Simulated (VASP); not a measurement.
Write the native input for VASP 6.6.1 that does the following.

* Task: single point
* Functional: PBEsol
* Potentials or basis: VASP PAW PBE potentials, release 64 (Ti_sv, Al)
* Cutoff: 520 eV
* k mesh: 16 × 16 × 16
* Occupations: gaussian, width 0.15 eV
* Spin: no spin polarisation
* Dipole correction: no
* Further INCAR settings: ALGO = Fast; EDIFF = 1e-06; NBANDS = 14

The structure of TiAl lies in POSCAR:

```
TiAl
1.0
    2.8907291797      0.0000000000      0.0000000000
    0.0000000000      2.8907291797      0.0000000000
    0.0000000000      0.0000000000      3.5613783494
Ti Al
1 1
Direct
    0.0000000000      0.0000000000      0.0000000000
    0.5000000000      0.5000000000      0.5000000000
```

These files were run (other wordings do the same):

INCAR

```
ALGO = Fast
EDIFF = 1E-6
ENCUT = 520
GGA = PS
ISIF = 2
ISMEAR = 0
LASPH = True
LCHARG = False
LREAL = False
LWAVE = False
NBANDS = 14
NELM = 100
PREC = Accurate
SIGMA = 0.15
```

KPOINTS

```
k-points
0
Gamma
  16 16 16
```

Potentials or basis: VASP PAW PBE potentials, release 64 (Ti_sv, Al).

Command:

```console
$ cat potpaw_PBE.64/Ti_sv/POTCAR potpaw_PBE.64/Al/POTCAR > POTCAR
$ mpirun -np 1 vasp_std > vasp.out
```

It gave:

```
Pressure               : 7.5 GPa
Band gap on the k mesh : zero (an odd number of electrons rules out a gap without spin polarisation)
```

Caveat: the cell stands under pressure; the PAW data sets were made with another functional, which shifts forces and pressure a little.

It took 91 s on 1 thread of Intel(R) Xeon(R) 6975P-C (Granite Rapids) (shared host), peak memory 0.28 GiB.
